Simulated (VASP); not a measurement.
A run of VASP 6.6.1 is set up as follows.

File INCAR:

```
SYSTEM = SiC
ALGO = Normal
EDIFF = 1E-6
ENCUT = 600
GGA = PE
GGA_COMPAT = .False.
ISIF = 2
ISMEAR = 0
LASPH = .True.
LCHARG = .True.
LELF = .True.
LREAL = Auto
LVHAR = .True.
LWAVE = .False.
NBANDS = 326
NELM = 120
PREC = Accurate
SIGMA = 0.01
```

Contents of KPOINTS:

```
k-points
0
Gamma
  1 1 1
  0 0 0
```

POSCAR

```
SiC
1.0
    0.0000000000      8.7079880000      8.7079880000
    8.7079880000      0.0000000000      8.7079880000
    8.7079880000      8.7079880000      0.0000000000
Si C
64 64
Direct
    0.0700950000      0.0603470000      0.0637830000
    0.0611530000      0.0600590000      0.3090100000
    0.0595550000      0.0638710000      0.5607220000
    0.0600860000      0.0633720000      0.8132470000
    0.0575060000      0.3171890000      0.0583890000
    0.0616990000      0.3140680000      0.3006940000
[... 120 lines left out ...]
    0.7492460000      0.7438520000      0.5023100000
    0.7504110000      0.7511160000      0.7493370000
```

Potentials or basis: VASP PAW PBE potentials, release 64 (Si, C).

Run with:

```bash
$ cat potpaw_PBE.64/Si/POTCAR potpaw_PBE.64/C/POTCAR > POTCAR
$ mpirun -np 1 vasp_gam > vasp.out
```

Estimate the pressure.

5.6 GPa.

What does it give for the band gap on the k mesh?

0.96 eV.

Estimate the largest force.

7.172 eV/Å.

Stress tensor (GPa, compression positive):
```
5.65 0.61 0.50
0.61 5.55 1.11
0.50 1.11 5.71
```

Caveat: the k points lie up to 0.62 Å⁻¹ apart; an odd mesh through Γ misses points on the zone boundary, where band edges can lie; forces of over 1 eV/Å act on the atoms, so gaps and moduli don't describe the material at rest.
